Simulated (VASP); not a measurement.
A run of VASP 6.6.1 is set up as follows.

File INCAR:

```
SYSTEM = PbS
ALGO = Normal ; EDIFF = 1E-7
ENCUT = 520 ; GGA = RP
ISIF = 2 ; ISMEAR = -1
LASPH = .TRUE. ; LCHARG = .FALSE.
LREAL = .FALSE. ; LWAVE = .FALSE.
NBANDS = 17 ; NELM = 100
PREC = Accurate ; SIGMA = 0.05
```

KPOINTS

```
k-points
0
G
  7 7 7
  0 0 0
```

POSCAR

```
PbS
1.0
    3.7019894418      0.0000000000      0.0000000000
    0.0000000000      3.7019894418      0.0000000000
    0.0000000000      0.0000000000      3.7019894418
Pb S
1 1
Direct
    0.0000000000      0.0000000000      0.0000000000
    0.5000000000      0.5000000000      0.5000000000
```

Potentials or basis: VASP PAW PBE potentials, release 64 (Pb_d, S).

The run is started by

```sh
$ cat potpaw_PBE.64/Pb_d/POTCAR potpaw_PBE.64/S/POTCAR > POTCAR
$ mpirun -np 1 vasp_std > vasp.out
```

**Question.** What does it give for the pressure?

**Answer.** -0.1 GPa.

**Question.** Estimate the band gap on the k mesh.

**Answer.** 0.26 eV, indirect (least direct gap 1.36 eV).

Caveat: the PAW data sets were made with another functional, which shifts forces and pressure a little; spin-orbit coupling is left out, which moves the levels of the heavy elements. A k mesh can miss the band edges.
